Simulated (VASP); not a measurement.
Li2Si2B: single point with PBE

Crystal: Li2Si2B.

```xyz
5
Lattice="0.0000 3.6470 0.0000 3.6470 0.0000 0.0000 1.8235 1.8235 -4.5136" Properties=species:S:1:pos:R:3 pbc="T T T"
Si    1.8235    1.8235   -1.0472
Si    3.6470    3.6470   -3.4665
B     0.0000    0.0000    0.0000
Li    1.8235    3.6470   -2.2568
Li    3.6470    1.8235   -2.2568
```

- Program: VASP 6.6.1
- Task: single point
- Functional: PBE
- Potentials or basis: VASP PAW PBE potentials, release 64 (Si, B, Li_sv)
- Cutoff: 520 eV
- k mesh: 10 × 10 × 10
- Occupations: fermi-dirac, width 0.1 eV
- Spin: no spin polarisation

```yaml
Largest_force: 1.207 eV/Å
```

Forces in eV/Å, atoms in the order of the input:
```
Si   0.000  0.000  1.207
Si   0.000  0.000 -1.207
B    0.000  0.000  0.000
Li   0.000  0.000  0.000
Li   0.000  0.000  0.000
```

Levels at points of the mesh, in eV from the Fermi level:
| k point | band 5 | band 6 | band 7 | band 8 | band 9 | band 10 | band 11 | band 12 |
| --- | --- | --- | --- | --- | --- | --- | --- | --- |
| (0.00, 0.00, 0.00) | -3.49 | -2.10 | -1.28 | -1.28 | -0.25 | -0.25 | 0.36 | 3.40 |
| (0.50, 0.00, 0.00) | -5.59 | -4.00 | -0.37 | 0.10 | 0.69 | 1.73 | 1.79 | 2.54 |
| (0.50, 0.50, 0.00) | -5.44 | -4.76 | -4.56 | -1.93 | -0.91 | 0.06 | 0.36 | 3.79 |
| (0.00, 0.00, 0.50) | -2.74 | -2.45 | -2.45 | 0.26 | 2.61 | 3.41 | 3.41 | 3.95 |

Wall time 2.5 min on 1 thread of Intel Xeon 6975P-C (shared host), peak memory 0.24 GiB.

Caveat: forces of over 1 eV/Å act on the atoms, so gaps and moduli don't describe the material at rest.
